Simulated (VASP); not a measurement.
# MoS2 (R-3m) in VASP: settings compared, part 2 of 2

VASP 6.6.1. Earlier steps stand in the parts before.

## 5. Single point, PBEsol

This run uses another cell than the first one, of 15.02 Å³/atom.

INCAR reads:

```
PREC     = Accurate       # precision mode
ENCUT    = 520            # plane-wave cutoff, eV
EDIFF    = 1E-6           # SCF threshold, eV
ISMEAR   = -1             # smearing method
SIGMA    = 0.05           # smearing width, eV
LREAL    = False          # projectors in reciprocal space
LASPH    = True           # aspherical terms in the spheres
NELM     = 100            # most SCF steps
ALGO     = Normal         # electronic algorithm
ISIF     = 2              # what is computed and relaxed
LWAVE    = False          # write WAVECAR
LCHARG   = True           # write CHGCAR
GGA      = PS             # functional
LELF     = True           # ELF
LVHAR    = True         
NBANDS   = 20             # bands
```

KPOINTS reads:

```
Automatic mesh
0
Gamma
  10 10 10
```

POSCAR reads:

```
MoS2
1.0
    1.5170455696      0.8758666680      5.6536329698
   -1.5170455696      0.8758666680      5.6536329698
    0.0000000000     -1.7517333359      5.6536329698
Mo S
1 2
Direct
    0.0000000000      0.0000000000      0.0000000000
    0.2379379322      0.2379379322      0.2379379322
    0.7620620678      0.7620620678      0.7620620678
```

Potentials or basis: VASP PAW PBE potentials, release 64 (Mo_sv, S).

On the command line:

```sh
$ cat potpaw_PBE.64/Mo_sv/POTCAR potpaw_PBE.64/S/POTCAR > POTCAR
$ mpirun -np 1 vasp_std > vasp.out
```

OUTCAR:

```text
PREC = Accurate
   ENCUT = 520
   EDIFF = 1E-6
   ISMEAR = -1
   LREAL = False
   LASPH = True
   NELM = 100
   ISIF = 2
   GGA = PS

 ion  position               nearest neighbor table
   1  0.000  0.000  0.000-   3 2.38   2 2.38   3 2.38   3 2.38   2 2.38   2 2.38
   2  0.238  0.238  0.238-   1 2.38   1 2.38   1 2.38
   3  0.762  0.762  0.762-   1 2.38   1 2.38   1 2.38

  LATTYP: Found a trigonal (rhomboedric) cell.
 ALAT       =     5.9187951002
 COS(alpha) =     0.8686105068

  Lattice vectors:

 A1 = (   1.5170455696,   0.8758666680,   5.6536329698)
 A2 = (  -1.5170455696,   0.8758666680,   5.6536329698)
 A3 = (   0.0000000000,  -1.7517333359,   5.6536329698)

Analysis of symmetry for initial positions (statically):
=====================================================================
 Subroutine PRICEL returns:
 Original cell was already a primitive cell.

 Routine SETGRP: Setting up the symmetry group for a
 trigonal (rhombohedral) supercell.

 Subroutine GETGRP returns: Found 12 space group operations
 (whereof 12 operations were pure point group operations)
 out of a pool of 12 trial point group operations.

The static configuration has the point symmetry D_3d.

Analysis of symmetry for dynamics (positions and initial velocities):
=====================================================================
 Subroutine PRICEL returns:
 Original cell was already a primitive cell.

 Routine SETGRP: Setting up the symmetry group for a
 trigonal (rhombohedral) supercell.

 Subroutine GETGRP returns: Found 12 space group operations
 (whereof 12 operations were pure point group operations)
 out of a pool of 12 trial point group operations.

The dynamic configuration has the point symmetry D_3d.

 Subroutine INISYM returns: Found 12 space group operations
 (whereof 12 operations are pure point group operations),
 and found     1 'primitive' translations

----------------------------------------------------------------------------------------

                                     Primitive cell

  volume of cell :      45.0729

  direct lattice vectors                    reciprocal lattice vectors
     1.517045570  0.875866668  5.653632970     0.329587990  0.190287715  0.058959139
    -1.517045570  0.875866668  5.653632970    -0.329587990  0.190287715  0.058959139
     0.000000000 -1.751733336  5.653632970     0.000000000 -0.380575429  0.058959139

  length of vectors
     5.918795100  5.918795100  5.918795100     0.385115356  0.385115356  0.385115356

  position of ions in fractional coordinates (direct lattice)
     0.000000000  0.000000000  0.000000000
     0.237937932  0.237937932  0.237937932
     0.762062068  0.762062068  0.762062068

  ion indices of the primitive-cell ions
   primitive index   ion index
                 1           1
                 2           2
                 3           3

----------------------------------------------------------------------------------------

 KPOINTS: Automatic mesh

Automatic generation of k-mesh.
 Grid dimensions read from file:
 generate k-points for:   10   10   10

 Generating k-lattice:

  Cartesian coordinates                     Fractional coordinates (reciprocal lattice)
     0.032958799  0.019028771  0.005895914     0.100000000  0.000000000  0.000000000
    -0.032958799  0.019028771  0.005895914     0.000000000  0.100000000  0.000000000
     0.000000000 -0.038057543  0.005895914     0.000000000  0.000000000  0.100000000

  Length of vectors
     0.038511536  0.038511536  0.038511536

  Shift w.r.t. Gamma in fractional coordinates (k-lattice)
     0.000000000  0.000000000  0.000000000

 Subroutine IBZKPT returns following result:
 ===========================================

 Found    116 irreducible k-points:

 Following reciprocal coordinates:
            Coordinates               Weight
  0.000000  0.000000  0.000000      1.000000
  0.100000 -0.000000  0.000000      6.000000
  0.200000 -0.000000  0.000000      6.000000
  0.300000 -0.000000 -0.000000      6.000000
  0.400000  0.000000 -0.000000      6.000000
  0.500000 -0.000000 -0.000000      3.000000
[... 16 lines left out ...]
  0.300000  0.300000  0.000000      6.000000
  0.400000  0.300000 -0.000000     12.000000
 [... further k-points ...]
   k-points           NKPTS =    116   k-points in BZ     NKDIM =    116   number of bands    NBANDS=     20
   number of dos      NEDOS =    301   number of ions     NIONS =      3
   total plane-waves  NPLWV = 110592
   dimension x,y,z NGX =    48 NGY =   48 NGZ =   48
   dimension x,y,z NGXF=    96 NGYF=   96 NGZF=   96
   ions per type =               1   2
   NGX,Y,Z   is equivalent  to a cutoff of  13.48, 13.48, 13.48 a.u.
   NGXF,Y,Z  is equivalent  to a cutoff of  26.96, 26.96, 26.96 a.u.
 SYSTEM =  unknown system
   PREC   = accura    normal or accurate (medium, high low for compatibility)
   ISTART =      0    job   : 0-new  1-cont  2-samecut
   ICHARG =      2    charge: 1-file 2-atom 10-const
   ISPIN  =      1    spin polarized calculation?
   LNONCOLLINEAR =      F non collinear calculations
   LSORBIT =      F    spin-orbit coupling
   LASPH  =      T    aspherical Exc in radial PAW
   ENCUT  =  520.0 eV  38.22 Ry    6.18 a.u.  11.01 11.01 11.01*2*pi/ulx,y,z
   NELM   =    100;   NELMIN=  2; NELMDL= -5     # of ELM steps
   EDIFF  = 0.1E-05   stopping-criterion for ELM
   LREAL  =      F    real-space projection
   EDIFFG = 0.1E-04   stopping-criterion for IOM
   NSW    =      0    number of steps for IOM
   IBRION =     -1    ionic relax: 0-MD 1-quasi-New 2-CG
   NFREE  =      0    steps in history (QN), initial steepest desc. (CG)
   ISIF   =      2    stress and relaxation
   ISYM   =      2    0-nonsym 1-usesym 2-fastsym
   POTIM  = 0.5000    time-step for ionic-motion
   TEBEG  =    0.0;   TEEND  =   0.0 temperature during run
   PSTRESS=    0.0 pullay stress
   NELECT =      26.0000    total number of electrons
   NUPDOWN=      -1.0000    fix difference up-down
   EMIN   =  10.00;   EMAX   =-10.00  energy-range for DOS
   EFERMI =   0.00;   METHOD = LEGACY
   ISMEAR =    -1;   SIGMA  =   0.05  broadening in eV -4-tet -1-fermi 0-gaus
   EFERMI_NEDOS =   21; number of points for ismear=-14 and -15
   IALGO  =     38    algorithm
   IMIX   =      4    mixing-type and parameters
     AMIX     =   0.40;   BMIX     =  1.00
     AMIX_MAG =   1.60;   BMIX_MAG =  1.00
  volume/ion in A,a.u.               =      15.02       101.39
  Fermi-wavevector in a.u.,A,eV,Ry     =   1.362785  2.575291 25.268521  1.857184
  Thomas-Fermi vector in A             =   2.489245
   LORBIT       =      0    0 simple, 1 ext, 2 COOP (PROOUT), +10 PAW based schemes
   GGA     = PS    functional components
   LHFCALC =     F    Hartree Fock is set to
   AEXX    =    0.0000 exact exchange contribution
   IVDW    =     0    specifies the selected vdW correction
   LEPSILON=     F    determine dielectric tensor
   LRPA    =     F    only Hartree local field effects (RPA)
 non-spin polarized calculation
  energy-cutoff  :      520.00
  volume of cell :       45.07
 maximum number of plane-waves:      1233
 NGX is ok and might be reduce to    48
   NGX = 21   NGY = 21   NGZ = 21

 number of electron      26.0000001 magnetization

 Free energy of the ion-electron system (eV)
  ---------------------------------------------------
  ext. energy  EPLUGINS =         0.00000000
  ---------------------------------------------------
  free energy    TOTEN  =       -22.48579615 eV

  energy without entropy =      -22.47997113  energy(sigma->0) =      -22.48288364

 E-fermi :   9.9107     XC(G=0): -12.0775

 val. band max:        9.8869818319   @ k =   0.3000   0.3000   0.3000
 cond. band min:       9.9120753643   @ k =   0.5000   0.4000   0.2000
 fundamental gap:      0.0250935324
 Fermi energy:         9.9106874142

 k-point     1 :       0.0000    0.0000    0.0000
  band No.  band energies     occupation
      1     -51.4943      2.00000
      2     -25.7139      2.00000
      3     -25.3978      2.00000
      4     -25.3978      2.00000
      5      -6.0158      2.00000
      6      -3.6337      2.00000
[... 12 lines left out ...]
     19      17.8537      0.00000
[... 513 lines left out ...]
      4     -25.5376      2.00000
      5      -3.8044      2.00000
      6      -3.3781      2.00000
[... 12 lines left out ...]
     19      17.7044      0.00000
     20      19.0862      0.00000

 [... further k-points ...]

------------------------ aborting loop because EDIFF is reached ----------------------------------------

  FORCE on cell =-STRESS in cart. coord.  units (eV):
  Direction    XX          YY          ZZ          XY          YZ          ZX
  --------------------------------------------------------------------------------------
  -------------------------------------------------------------------------------------
  Total        2.8249206      2.8249206      2.8510541      0.0000000      0.0000000      0.0000000
  in kB      100.4156338    100.4156338    101.3445874      0.0000000      0.0000000      0.0000000
  external PRESSURE =     100.7252850 kB  Pullay stress =       0.0000000 kB

 VOLUME and BASIS-vectors are now :
 -----------------------------------------------------------------------------
  energy-cutoff  :      520.00
  volume of cell :       45.07
      direct lattice vectors                 reciprocal lattice vectors
     1.517045570  0.875866668  5.653632970     0.329587990  0.190287715  0.058959139
    -1.517045570  0.875866668  5.653632970    -0.329587990  0.190287715  0.058959139
     0.000000000 -1.751733336  5.653632970     0.000000000 -0.380575429  0.058959139

 POSITION                                       TOTAL-FORCE (eV/Angst)
 -----------------------------------------------------------------------------------
      0.00000      0.00000      0.00000         0.000000     -0.000000     -0.000000
      0.00000      0.00000      4.03564         0.000000      0.000000      0.005336
      0.00000      0.00000     12.92526         0.000000     -0.000000     -0.005336
 -----------------------------------------------------------------------------------
    total drift:                                0.000000      0.000000      0.000000

  FREE ENERGIE OF THE ION-ELECTRON SYSTEM (eV)
  ---------------------------------------------------
  free  energy   TOTEN  =       -22.4857961451 eV

  energy  without entropy=      -22.4799711294  energy(sigma->0) =      -22.48288364
```

Run time: 8.1 min. Hardware: 1 thread of Intel Xeon 8259CL, shared host; peak memory 0.36 GiB.

Results:

| Quantity | Value |
| --- | --- |
| Free energy | -22.4858 eV |
| Pressure | 10.1 GPa |
| Largest force | 0.005 eV/Å |
| Band gap on the k mesh | zero (bands 13 and 14 overlap by 0.12 eV) |

Forces in eV/Å, atoms in the order of the input:
```
Mo   0.000  0.000  0.000
S    0.000  0.000  0.005
S    0.000  0.000 -0.005
```

Levels at points of the mesh, in eV from the Fermi level:
```csv
k point,band 11,band 12,band 13,band 14,band 15,band 16
"(0.00, 0.00, 0.00)",-0.80,-0.67,-0.67,0.51,0.51,3.33
"(0.50, 0.00, 0.00)",-2.55,-2.14,-0.90,1.90,2.58,2.99
"(0.50, 0.50, 0.00)",-2.97,-2.81,-1.74,1.90,1.95,4.32
"(0.50, 0.50, 0.50)",-0.62,-0.62,0.09,0.09,0.16,3.73
```

Caveat: the cell stands under pressure; the PAW data sets were made with another functional, which shifts forces and pressure a little.

## 6. Overview

| level | potentials or basis | cell | gap on the mesh (eV) | pressure (GPa) | largest force (eV/Å) |
| --- | --- | --- | --- | --- | --- |
| LDA | VASP PAW LDA potentials, release 64 (Mo_sv, S) | a = 6.297 Å, angles 28.8°, 3 atoms, atomic positions A | none | 7.1 | 1.36 |
| PBEsol | VASP PAW PBE potentials, release 64 (Mo_sv, S) | a = 5.646 Å, angles 30.0°, 3 atoms, atomic positions B | none | 30.1 | 0.02 |
| PBEsol | VASP PAW PBE potentials, release 64 (Mo_sv, S) | a = 5.755 Å, angles 29.9°, 3 atoms, atomic positions C | none | 20.1 | 0.02 |
| PBEsol | VASP PAW PBE potentials, release 64 (Mo_sv, S) | a = 5.919 Å, angles 29.7°, 3 atoms, atomic positions D | none | 10.1 | 0.01 |

Alike in all rows: task single point; no spin polarisation; k mesh 10 × 10 × 10; cutoff (eV) 520; smearing fermi-dirac 0.05 eV.

Caveats: the cell stands under pressure; the PAW data sets were made with another functional, which shifts forces and pressure a little (at least some runs); forces of over 1 eV/Å act on the atoms, so gaps and moduli don't describe the material at rest (at least some runs).

Total energies depend on the potentials used, so only differences within one code and one set of settings carry meaning.
